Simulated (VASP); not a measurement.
Set up this calculation in VASP 6.6.1, as the native input.

```yaml
Task: single point
Functional: PBEsol
Potentials_or_basis: VASP PAW PBE potentials, release 64 (Ta_pv, N)
Cutoff: 520 eV
k_mesh: 12 × 12 × 13
Occupations: gaussian, width 0.1 eV
Spin: no spin polarisation
Dipole_correction: no
Further_INCAR_settings: ALGO = Normal; EDIFF = 1e-06; NBANDS = 15; ISYM = 0
```

The structure of TaN lies in POSCAR:

```
TaN
1.0
    2.9726300472      0.0000000000      0.0000000000
   -1.4863150236      2.5743731369      0.0000000000
    1.4863150236      0.8581243790      2.6506635767
Ta N
1 1
Direct
    0.0000000000      0.0000000000      0.0000000000
    0.0000000000      0.5000000000      0.5000000000
```

One way to write it, as run:

INCAR

```
SYSTEM = TaN
  ALGO = Normal
  EDIFF = 1E-6
  ENCUT = 520
  GGA = PS
  ISIF = 2
  ISMEAR = 0
  ISYM = 0
  LASPH = .True.
  LCHARG = .False.
  LREAL = .False.
  LWAVE = .False.
  NBANDS = 15
  NELM = 80
  PREC = Accurate
  SIGMA = 0.1
```

KPOINTS

```
k-points
0
Gamma
  12 12 13
  0 0 0
```

Potentials or basis: VASP PAW PBE potentials, release 64 (Ta_pv, N).

The run is started by

```bash
$ cat potpaw_PBE.64/Ta_pv/POTCAR potpaw_PBE.64/N/POTCAR > POTCAR
$ mpirun -np 1 vasp_std > vasp.out
```

Results of the run:

```yaml
Pressure: 13.8 GPa
Band_gap_on_the_k_mesh: zero (bands 8 and 9 overlap by 3.31 eV)
```

Caveat: the cell stands under pressure; the PAW data sets were made with another functional, which shifts forces and pressure a little; spin-orbit coupling is left out, which moves the levels of the heavy elements.

Wall time 4.2 min on 1 thread of AMD EPYC 7R13 (shared host), peak memory 0.36 GiB.
